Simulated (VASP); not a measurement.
# Rh (Pm-3m) in VASP: a series of runs

Aim: see how the results for Rh move with the level of theory and the settings. Levels: PBE, LDA. Tasks: single point.

All numbers are computed with VASP 6.6.1; they aren't measurements. Logs are shortened: lines on timing, memory, paths and dates and some standing lists are left out, and cuts for length are marked.

### 1 The cell of the first run

It takes space group Pm-3m (No. 221, cubic). Conventional cell: a = 2.537 Å, b = 2.537 Å, c = 2.537 Å, α = 90.00°, β = 90.00°, γ = 90.00°. Within 3.3 Å of Rh (site symmetry m-3m) lie 6 Rh at 2.54 Å.

### 2 Single point, PBE

Input file INCAR:

```
  PREC = Accurate
  ENCUT = 520
  EDIFF = 1E-7
  ISMEAR = -1
  SIGMA = 0.1
  LREAL = False
  LASPH = True
  NELM = 100
  ALGO = Normal
  ISIF = 2
  LWAVE = False
  LCHARG = False
  GGA = PE
  NBANDS = 14
```

Input file KPOINTS:

```
Automatic mesh
0
Gamma
  15 15 15
```

Input file POSCAR:

```
Rh
1.0
    2.5371790253      0.0000000000      0.0000000000
    0.0000000000      2.5371790253      0.0000000000
    0.0000000000      0.0000000000      2.5371790253
Rh
1
Direct
    0.0000000000      0.0000000000      0.0000000000
```

Potentials or basis: VASP PAW PBE potentials, release 64 (Rh_pv).

Command:

```bash
$ cat potpaw_PBE.64/Rh_pv/POTCAR > POTCAR
$ mpirun -np 1 vasp_std > vasp.out
```

OUTCAR:

```text
PREC = Accurate
   ENCUT = 520
   EDIFF = 1E-7
   ISMEAR = -1
   LREAL = False
   LASPH = True
   NELM = 100
   ISIF = 2
   GGA = PE

 ion  position               nearest neighbor table
   1  0.000  0.000  0.000-

  LATTYP: Found a simple cubic cell.
 ALAT       =     2.5371790253

  Lattice vectors:

 A1 = (   2.5371790253,   0.0000000000,   0.0000000000)
 A2 = (   0.0000000000,   2.5371790253,   0.0000000000)
 A3 = (   0.0000000000,   0.0000000000,   2.5371790253)

Analysis of symmetry for initial positions (statically):
=====================================================================
 Subroutine PRICEL returns:
 Original cell was already a primitive cell.

 Routine SETGRP: Setting up the symmetry group for a
 simple cubic supercell.

 Subroutine GETGRP returns: Found 48 space group operations
 (whereof 48 operations were pure point group operations)
 out of a pool of 48 trial point group operations.

The static configuration has the point symmetry O_h .

Analysis of symmetry for dynamics (positions and initial velocities):
=====================================================================
 Subroutine PRICEL returns:
 Original cell was already a primitive cell.

 Routine SETGRP: Setting up the symmetry group for a
 simple cubic supercell.

 Subroutine GETGRP returns: Found 48 space group operations
 (whereof 48 operations were pure point group operations)
 out of a pool of 48 trial point group operations.

The dynamic configuration has the point symmetry O_h .

 Subroutine INISYM returns: Found 48 space group operations
 (whereof 48 operations are pure point group operations),
 and found     1 'primitive' translations

----------------------------------------------------------------------------------------

                                     Primitive cell

  volume of cell :      16.3325

  direct lattice vectors                    reciprocal lattice vectors
     2.537179025  0.000000000  0.000000000     0.394138526  0.000000000  0.000000000
     0.000000000  2.537179025  0.000000000     0.000000000  0.394138526  0.000000000
     0.000000000  0.000000000  2.537179025     0.000000000  0.000000000  0.394138526

  length of vectors
     2.537179025  2.537179025  2.537179025     0.394138526  0.394138526  0.394138526

  position of ions in fractional coordinates (direct lattice)
[... 72 lines left out ...]
   LNONCOLLINEAR =      F non collinear calculations
   LSORBIT =      F    spin-orbit coupling
   LASPH  =      T    aspherical Exc in radial PAW
   ENCUT  =  520.0 eV  38.22 Ry    6.18 a.u.   4.72  4.72  4.72*2*pi/ulx,y,z
   NELM   =    100;   NELMIN=  2; NELMDL= -5     # of ELM steps
   EDIFF  = 0.1E-06   stopping-criterion for ELM
   LREAL  =      F    real-space projection
   EDIFFG = 0.1E-05   stopping-criterion for IOM
   NSW    =      0    number of steps for IOM
   IBRION =     -1    ionic relax: 0-MD 1-quasi-New 2-CG
   NFREE  =      0    steps in history (QN), initial steepest desc. (CG)
   ISIF   =      2    stress and relaxation
   ISYM   =      2    0-nonsym 1-usesym 2-fastsym
   POTIM  = 0.5000    time-step for ionic-motion
   TEBEG  =    0.0;   TEEND  =   0.0 temperature during run
   PSTRESS=    0.0 pullay stress
   NELECT =      15.0000    total number of electrons
   NUPDOWN=      -1.0000    fix difference up-down
   EMIN   =  10.00;   EMAX   =-10.00  energy-range for DOS
   EFERMI =   0.00;   METHOD = LEGACY
   ISMEAR =    -1;   SIGMA  =   0.10  broadening in eV -4-tet -1-fermi 0-gaus
   EFERMI_NEDOS =   21; number of points for ismear=-14 and -15
   IALGO  =     38    algorithm
   IMIX   =      4    mixing-type and parameters
     AMIX     =   0.40;   BMIX     =  1.00
     AMIX_MAG =   1.60;   BMIX_MAG =  1.00
  volume/ion in A,a.u.               =      16.33       110.22
  Fermi-wavevector in a.u.,A,eV,Ry     =   1.591308  3.007135 34.453487  2.532260
  Thomas-Fermi vector in A             =   2.689868
   LORBIT       =      0    0 simple, 1 ext, 2 COOP (PROOUT), +10 PAW based schemes
   GGA     = PE    functional components
[... 5 lines left out ...]
 non-spin polarized calculation
  energy-cutoff  :      520.00
  volume of cell :       16.33
 maximum number of plane-waves:       461
 NGX is ok and might be reduce to    20
   NGX =  9   NGY =  9   NGZ =  9

 number of electron      15.0000000 magnetization

 Free energy of the ion-electron system (eV)
  ---------------------------------------------------
  ext. energy  EPLUGINS =         0.00000000
  ---------------------------------------------------
  free energy    TOTEN  =        -6.49290033 eV

  energy without entropy =       -6.43281859  energy(sigma->0) =       -6.46285946

 E-fermi :   9.1673     XC(G=0): -12.7927

 val. band max:        9.1508543313   @ k =   0.2000   0.2000   0.0667
 cond. band min:       9.1810963532   @ k =   0.2667   0.2000   0.0667
 fundamental gap:      0.0302420220
 Fermi energy:         9.1673352329

 k-point     1 :       0.0000    0.0000    0.0000
  band No.  band energies     occupation
      1     -36.8356      2.00000
      2     -36.8356      2.00000
      3     -36.8356      2.00000
      4       2.4516      2.00000
      5       4.1107      2.00000
      6       4.1107      2.00000
      7       9.9088      0.00120
      8       9.9088      0.00120
      9       9.9088      0.00120
     10      25.9536      0.00000
     11      25.9536      0.00000
     12      25.9536      0.00000
     13      30.3750      0.00000
     14      33.1852      0.00000
[... 377 lines left out ...]
      1     -37.3337      2.00000
      2     -37.0291      2.00000
      3     -36.7705      2.00000
      4       4.7084      2.00000
      5       5.5055      2.00000
      6       6.5857      2.00000
      7       8.4000      1.99907
      8       9.1186      1.23889
      9       9.3239      0.34555
     10      18.5109      0.00000
     11      24.4178      0.00000
     12      28.9092      0.00000
     13      30.3859      0.00000
     14      32.0452      0.00000

 [... further k-points ...]
[... 5 lines left out ...]
  --------------------------------------------------------------------------------------
  -------------------------------------------------------------------------------------
  Total        0.0053037      0.0053037      0.0053037     -0.0000000     -0.0000000      0.0000000
  in kB        0.5202767      0.5202767      0.5202767     -0.0000000     -0.0000000      0.0000000
  external PRESSURE =       0.5202767 kB  Pullay stress =       0.0000000 kB

 VOLUME and BASIS-vectors are now :
 -----------------------------------------------------------------------------
  energy-cutoff  :      520.00
  volume of cell :       16.33
      direct lattice vectors                 reciprocal lattice vectors
     2.537179025  0.000000000  0.000000000     0.394138526  0.000000000  0.000000000
     0.000000000  2.537179025  0.000000000     0.000000000  0.394138526  0.000000000
     0.000000000  0.000000000  2.537179025     0.000000000  0.000000000  0.394138526

 POSITION                                       TOTAL-FORCE (eV/Angst)
 -----------------------------------------------------------------------------------
      0.00000      0.00000      0.00000         0.000000      0.000000      0.000000
 -----------------------------------------------------------------------------------
    total drift:                               -0.000000      0.000000     -0.000000

  FREE ENERGIE OF THE ION-ELECTRON SYSTEM (eV)
  ---------------------------------------------------
  free  energy   TOTEN  =        -6.4929003306 eV

  energy  without entropy=       -6.4328185903  energy(sigma->0) =       -6.46285946
```

OSZICAR:

```text
N       E                     dE             d eps       ncg     rms          rms(c)
DAV:   1     0.121758873722E+03    0.12176E+03   -0.88767E+03  3368   0.112E+03
DAV:   2    -0.516394951581E+01   -0.12692E+03   -0.12050E+03  3588   0.332E+02
DAV:   3    -0.676610779873E+01   -0.16022E+01   -0.15981E+01  4146   0.417E+01
DAV:   4    -0.677366860857E+01   -0.75608E-02   -0.75603E-02  3864   0.292E+00
DAV:   5    -0.677375825390E+01   -0.89645E-04   -0.89639E-04  4340   0.287E-01    0.753E+00
DAV:   6    -0.649741939142E+01    0.27634E+00   -0.52794E-01  3960   0.966E+00    0.297E+00
DAV:   7    -0.649406054431E+01    0.33588E-02   -0.12481E-02  3972   0.888E-01    0.159E+00
DAV:   8    -0.649293610723E+01    0.11244E-02   -0.18423E-03  3966   0.522E-01    0.647E-02
DAV:   9    -0.649290060817E+01    0.35499E-04   -0.50397E-05  4104   0.944E-02    0.150E-02
DAV:  10    -0.649290068087E+01   -0.72700E-07   -0.27038E-06  4026   0.182E-02    0.575E-03
DAV:  11    -0.649290032491E+01    0.35596E-06   -0.27871E-08  3186   0.194E-03    0.137E-03
DAV:  12    -0.649290033064E+01   -0.57316E-08   -0.12242E-08  2274   0.148E-03
   1 F= -.64929003E+01 E0= -.64628595E+01  d E =-.600817E-01
```

It took 10 s on 1 thread of AMD EPYC 9R45 (Zen 5), shared host; peak memory 0.11 GiB.

Results:

```yaml
Free_energy: -6.4929 eV
Pressure: 0.1 GPa
```

### 3 Single point, LDA

Input file INCAR:

```
PREC = Accurate ; ENCUT = 520
EDIFF = 1E-7 ; ISMEAR = -1
SIGMA = 0.1 ; LREAL = F
LASPH = T ; NELM = 60
ALGO = Normal ; ISIF = 2
LWAVE = F ; LCHARG = F
GGA = CA ; NBANDS = 14
```

KPOINTS is that of step 2.

POSCAR is that of step 2.

Potentials or basis: VASP PAW LDA potentials, release 64 (Rh_pv).

Command:

```bash
$ cat potpaw_LDA.64/Rh_pv/POTCAR > POTCAR
$ mpirun -np 1 vasp_std > vasp.out
```

Run time: 8.9 s. Hardware: 1 thread of AMD EPYC 9R45 (Zen 5), shared host; peak memory 0.1 GiB.

It converged, with:

| Quantity | Value |
| --- | --- |
| Free energy | -7.7726 eV |
| Pressure | -12.5 GPa |

Levels at points of the mesh, in eV from the Fermi level:
| k point | band 6 | band 7 | band 8 | band 9 | band 10 | band 11 |
| --- | --- | --- | --- | --- | --- | --- |
| (0.00, 0.00, 0.00) | -5.10 | 0.76 | 0.76 | 0.76 | 16.66 | 16.66 |
